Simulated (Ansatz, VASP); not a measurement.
# W in VASP and in Ansatz

```
W
1.0
     0.00000    1.98856    1.98856
     1.98856    0.00000    1.98856
     1.98856    1.98856    0.00000
W
1
Direct
  0.00000 0.00000 0.00000
```

Alike in both runs: task single point; functional HSE06; k mesh 6 × 6 × 6; occupations fermi-dirac, width 0.05 eV; no spin polarisation.

```csv
,VASP,Ansatz
version,VASP 6.6.1,Ansatz 0.2.0
potentials or method,"VASP PAW PBE potentials, release 64 (W_sv)",Ansatz PAW
plane-wave cutoff (eV),520,420
valence electrons in the cell,14,14
```

|  | VASP | Ansatz | Ansatz less VASP |
| --- | --- | --- | --- |
| gap on the k mesh at the Fermi level (eV) | none | none | - |
| pressure (GPa) | 10.5 | 10.9 | +0.38 |

A gap of «none» marks a metal or a gap that the smearing closes. With one functional, cell and mesh, what is left measures potentials, basis and numerics.

The k mesh is coarse, so the values compare programs but aren't converged. Spin-orbit coupling is off throughout.
